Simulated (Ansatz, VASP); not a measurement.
## One calculation of Re, two programs

Contents of INCAR:

```
SYSTEM = Re
AGGAC = 1.0
AGGAX = 1.0
ALDAC = 0.0
ALDAX = 1.0
ALGO = Normal
EDIFF = 1E-6
ENCUT = 560
GGA = B5
GGA_COMPAT = .False.
ISIF = 2
ISMEAR = -1
LASPH = .True.
LCHARG = .False.
LREAL = .False.
LWAVE = .False.
NBANDS = 22
NELM = 120
PREC = Accurate
SIGMA = 0.05
```

Contents of KPOINTS:

```
k-points
0
Gamma
  6 6 4
  0 0 0
```

Contents of POSCAR:

```
Re
1.0
    2.7608000000      0.0000000000      0.0000000000
   -1.3804000000      2.3909229348      0.0000000000
    0.0000000000      0.0000000000      4.4582000000
Re
2
Direct
    0.6666666667      0.3333333333      0.7500000000
    0.3333333333      0.6666666667      0.2500000000
```

File input.yaml:

```yaml
crystal:
  lattice:
    - [2.7608, 0.0, 0.0]
    - [-1.3804, 2.3909229348, 0.0]
    - [0.0, 0.0, 4.4582]
  atoms:
    - { symbol: Re, position: [0.6666666667, 0.3333333333, 0.75] }
    - { symbol: Re, position: [0.3333333333, 0.6666666667, 0.25] }
hamiltonian:
  xc: blyp
  pseudopotentials: { kind: paw }
kpoints:
  mp_grid: { grid: [6, 6, 4] }
  band_path:
    path:
      - [[0.0, 0.0, 0.0], [0.5, 0.0, 0.0], [0.3333333333, 0.3333333333, 0.0], [0.0, 0.0, 0.0], [0.0, 0.0, 0.5], [0.5, 0.0, 0.5], [0.3333333333, 0.3333333333, 0.5], [0.0, 0.0, 0.5]]
      - [[0.5, 0.0, 0.5], [0.5, 0.0, 0.0]]
      - [[0.3333333333, 0.3333333333, 0.0], [0.3333333333, 0.3333333333, 0.5]]
    npoints: 14
scf:
  occupations: { method: fermi_dirac, width: 0.05 }
  n_extra_bands: 6
output:
  forces: true
  stress: true
  eigenvalues: true
  fatbands: false
  write_density: true
  write_potential: true
  elf: true
  volumetric_format: npy
```

Alike in both runs: functional BLYP; k mesh 6 × 6 × 4; occupations fermi-dirac, width 0.05 eV; no spin polarisation.

|  | VASP | Ansatz |
| --- | --- | --- |
| version | VASP 6.6.1 | Ansatz 0.2.0 |
| potentials or method | VASP PAW PBE potentials, release 64 (Re_sv_GW) | Ansatz PAW |
| plane-wave cutoff (eV) | 560 | 420 |
| valence electrons in the cell | 30 | 30 |
| task | single point | band structure |

|  | VASP | Ansatz | Ansatz less VASP |
| --- | --- | --- | --- |
| gap on the k mesh at the Fermi level (eV) | none | none | - |
| pressure (GPa) | 20.8 | 20.5 | -0.25 |
| traceless stress, the component that is largest in VASP (GPa) | 1.16 | 1.15 | -0.007 |

VASP's potentials were made for PBE, not for BLYP. A gap of «none» marks a metal or a gap that the smearing closes. With one functional, cell and mesh, what is left measures potentials, basis and numerics.

The k mesh is coarse, so the values compare programs but aren't converged. Neither program's run includes spin-orbit coupling.
